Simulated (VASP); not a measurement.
Here is a VASP 6.6.1 calculation.

POSCAR

```
BaTiO3
1.0
    4.0401405200      0.0000000000      0.0000000000
    0.0112820400      4.0401203400      0.0000000000
    0.0225640800      0.0225035300      8.0802205000
Ba Ti O
2 2 6
Direct
    0.0000000000      0.0000000000      0.0000000000
    0.0000000000      0.0000000000      0.5000000000
    0.4880000000      0.4880000000      0.2440000000
    0.4880000000      0.4880000000      0.7440000000
    0.5116000000      0.5116000000      0.0097500000
    0.5116000000      0.5116000000      0.5097500000
    0.0195000000      0.5116000000      0.2558000000
    0.0195000000      0.5116000000      0.7558000000
    0.5116000000      0.0195000000      0.2558000000
    0.5116000000      0.0195000000      0.7558000000
```

File INCAR.step1:

```
SYSTEM = BaTiO3
PREC = Accurate
ENCUT = 520
ISMEAR = -1
SIGMA = 0.1
LREAL = .False.
LASPH = .True.
NELM = 80
NBANDS = 51
GGA = PE
ALGO = Normal
EDIFF = 1E-4
LWAVE = .True.
LCHARG = .False.
```

Contents of INCAR.step2:

```
SYSTEM = BaTiO3
PREC = Accurate
ENCUT = 520
EDIFF = 1E-7
ISMEAR = -1
SIGMA = 0.1
LREAL = .False.
LASPH = .True.
NELM = 80
ALGO = Normal
ISIF = 2
LWAVE = .False.
LCHARG = .True.
METAGGA = R2SCAN
LMIXTAU = .True.
LELF = .True.
LVHAR = .True.
NBANDS = 51
ISTART = 1
```

KPOINTS

```
Automatic mesh
0
Gamma
  6 6 3
  0 0 0
```

Potentials or basis: VASP PAW PBE potentials, release 64 (Ba_sv, Ti_sv, O).

Command:

```sh
$ cat potpaw_PBE.64/Ba_sv/POTCAR potpaw_PBE.64/Ti_sv/POTCAR potpaw_PBE.64/O/POTCAR > POTCAR
$ cp INCAR.step1 INCAR
$ mpirun -np 1 vasp_std > vasp.out
$ cp INCAR.step2 INCAR
$ mpirun -np 1 vasp_std > vasp.out
```

**Question.** What does it give for the pressure?

**Answer.** -1.2 GPa.

**Question.** Estimate the band gap on the k mesh.

**Answer.** 2.66 eV.

**Question.** What does it give for the largest force?

**Answer.** 0.142 eV/Å.

Forces on the atoms (eV/Å):
```
Ba   0.008  0.008  0.008
Ba   0.008  0.008  0.008
Ti  -0.082 -0.082 -0.082
Ti  -0.082 -0.082 -0.082
O   -0.021 -0.021  0.116
O   -0.021 -0.021  0.116
O    0.116 -0.021 -0.021
O    0.116 -0.021 -0.021
O   -0.021  0.116 -0.021
O   -0.021  0.116 -0.021
```

Caveat: the PAW data sets were made with another functional, which shifts forces and pressure a little; spin-orbit coupling is left out, which moves the levels of the heavy elements. A k mesh can miss the band edges.
